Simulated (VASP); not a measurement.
**Si (a cell with a defect): single point with PBE**

Si (a cell with a defect):

```
Si
1.0
     0.00000    5.41761    5.41761
     5.41761    0.00000    5.41761
     5.41761    5.41761    0.00000
Si
15
Direct
  0.99894 0.00087 0.00094
  0.12433 0.12618 0.12631
  0.99893 0.00080 0.50208
  0.12428 0.12624 0.62515
  0.99900 0.50197 0.00099
  0.12438 0.62510 0.12630
  0.99022 0.50182 0.50188
  0.13319 0.62519 0.62545
  0.50009 0.00080 0.00100
  0.62318 0.12621 0.12628
  0.49987 0.99192 0.50184
  0.62333 0.13470 0.62545
  0.49996 0.50178 0.99229
  0.62343 0.62521 0.13540
  0.56172 0.56363 0.56345
```

| Item | Value |
| --- | --- |
| Program | VASP 6.6.1 |
| Task | single point |
| Functional | PBE |
| Potentials or basis | VASP PAW PBE potentials, release 64 (Si) |
| Cutoff | 520 eV |
| k mesh | 2 × 2 × 2 |
| Occupations | gaussian, width 0.1 eV |
| Spin | no spin polarisation |
| Dipole correction | no |
| Further INCAR settings | LREAL = Auto; ALGO = Normal; EDIFF = 1e-06; NBANDS = 43 |

```
Pressure               : -1.8 GPa
Largest force          : 0.026 eV/Å
Band gap on the k mesh : zero (bands 30 and 31 overlap by 0.64 eV)
```

Forces on the atoms (eV/Å):
```
Si  -0.010 -0.008 -0.007
Si   0.009  0.008  0.007
Si   0.002  0.001 -0.024
Si  -0.005  0.001  0.023
Si   0.000 -0.025  0.000
Si  -0.003  0.023  0.002
Si   0.011 -0.006 -0.009
Si  -0.008  0.006  0.008
Si  -0.026 -0.002 -0.001
Si   0.025  0.000  0.003
Si  -0.006  0.012 -0.010
Si   0.006 -0.010  0.009
Si  -0.004 -0.005  0.011
Si   0.007  0.007 -0.013
Si   0.002 -0.003  0.001
```

Stress tensor (GPa, compression positive):
```
-1.81 -1.51 -1.51
-1.51 -1.81 -1.51
-1.51 -1.51 -1.81
```

Levels at points of the mesh, in eV from the Fermi level:
| k point | band 28 | band 29 | band 30 | band 31 | band 32 | band 33 |
| --- | --- | --- | --- | --- | --- | --- |
| (0.00, 0.00, 0.00) | -0.51 | -0.35 | 0.64 | 0.64 | 0.82 | 0.82 |
| (0.50, 0.00, 0.00) | -1.19 | -0.69 | -0.60 | 0.96 | 1.05 | 1.29 |
| (0.00, 0.50, 0.00) | -1.19 | -0.69 | -0.60 | 0.96 | 1.05 | 1.29 |
| (0.00, 0.00, 0.50) | -1.18 | -0.69 | -0.60 | 0.96 | 1.06 | 1.29 |
| (0.50, 0.50, 0.50) | -1.53 | -0.03 | -0.03 | 0.28 | 0.28 | 1.70 |
| (0.50, 0.50, 0.00) | -1.56 | -1.24 | -0.55 | -0.01 | 0.81 | 1.21 |
| (0.00, 0.50, 0.50) | -1.56 | -1.24 | -0.55 | -0.01 | 0.81 | 1.21 |
| (0.50, 0.00, 0.50) | -1.56 | -1.24 | -0.55 | -0.01 | 0.81 | 1.21 |

It took 6.5 min on 1 thread of Intel Xeon 8259CL (shared host), peak memory 0.46 GiB.

Caveat: the k points lie up to 0.50 Å⁻¹ apart, too coarse for converged energies and pressures of a metal.
